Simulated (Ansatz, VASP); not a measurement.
AlAs: VASP beside Ansatz

```
Al As
1.0
     4.00279    0.00000    0.00000
     2.00140    3.46652    0.00000
     2.00140    1.15551    3.26826
Al As
1 1
Direct
  0.00000 0.00000 0.00000
  0.25000 0.25000 0.25000
```

Alike in both runs: task single point; functional LDA; k mesh 6 × 6 × 6; no spin polarisation.

```csv
,VASP,Ansatz
version,VASP 6.6.1,Ansatz 0.2.0
potentials or method,"VASP PAW LDA potentials, release 64 (Al, As), cutoff 500 eV",all-electron (LAPW or listed datasets)
occupations,"gaussian, width 0.01 eV",fixed
```

Ansatz gave:

```
gap on the k mesh at the Fermi level (eV) : 1.34
pressure (GPa)                            : -1.2
```

Task: What did VASP give for the same quantities?

Result: gap on the k mesh at the Fermi level (eV): 1.33; pressure (GPa): -0.9.

LDA's correlation is that of Perdew and Zunger in VASP and of Perdew and Wang (1992) in Ansatz. Ansatz ran all-electron here, and VASP with PAW potentials.
